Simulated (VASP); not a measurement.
The system is Al2C3.

```xyz
5
Lattice="4.3383 0.0000 0.0000 -2.1692 3.7571 0.0000 0.0000 0.0000 4.7774" Properties=species:S:1:pos:R:3 pbc="T T T"
Al    0.0000    0.0000    3.6451
Al    0.0000    0.0000    1.1323
C     2.1692    0.0000    0.0000
C    -1.0846    1.8786    0.0000
C     1.0846    1.8786    0.0000
```

| Property | Result |
| --- | --- |
| Program | VASP 6.6.1 |
| Task | relaxation of cell and atoms |
| Functional | PBE |
| Potentials or basis | VASP PAW PBE potentials, release 64 (Al, C_h) |
| Cutoff | 910 eV |
| k mesh | 6 × 6 × 4 |
| Occupations | gaussian, width 0.1 eV |
| Spin | no spin polarisation |

At the start: pressure -10.4 GPa; volume 15.57 Å³/atom.

Where does the relaxation end?

Over 13 steps the energy falls by 604.0 meV/atom and the volume is 11.51 Å³/atom (-26.1 %); space group P6/mmm (No. 191, to 0.05 Å).

Step by step:
| step | energy change (eV) | largest force (eV/Å) | pressure (GPa) | volume (Å³) |
| --- | --- | --- | --- | --- |
| 1 | 0.0000 | 1.8196 | -10.38 | 77.87 |
| 2 | -2.4457 | 0.4180 | -8.80 | 66.47 |
| 3 | -2.8245 | 1.1774 | -6.04 | 62.58 |
| 4 | -2.9491 | 0.6961 | 5.69 | 54.88 |
| 5 | -2.9790 | 0.7103 | -0.47 | 57.51 |
| 6 | -2.9844 | 0.7590 | 0.96 | 56.69 |
| 7 | -3.0078 | 0.3922 | 1.95 | 56.94 |
| 8 | -3.0109 | 0.1052 | 1.53 | 56.87 |
| 9 | -3.0175 | 0.0524 | -0.49 | 57.90 |
| 10 | -3.0175 | 0.0498 | -0.55 | 57.93 |
| 11 | -3.0182 | 0.0221 | -0.96 | 58.12 |
| 12 | -3.0192 | 0.0137 | -0.80 | 58.04 |
| 13 | -3.0202 | 0.0367 | 0.21 | 57.55 |

Final structure:
```
Al C
1.0
     3.50550    0.00000    0.00000
    -1.75275    3.03585    0.00000
     0.00000    0.00000    5.40816
Al C
2 3
Direct
  0.00000 0.00000 0.73426
  0.00000 0.00000 0.26574
  0.50000 0.00000 0.00000
  0.00000 0.50000 0.00000
  0.50000 0.50000 0.00000
```

Caveat: the cutoff is under 1.25 times the usual one of these potentials, so pressure, stress and relaxed cells hold a basis-set (Pulay) error; the volume moved by over 15 % at a fixed basis, so the end points are rough.
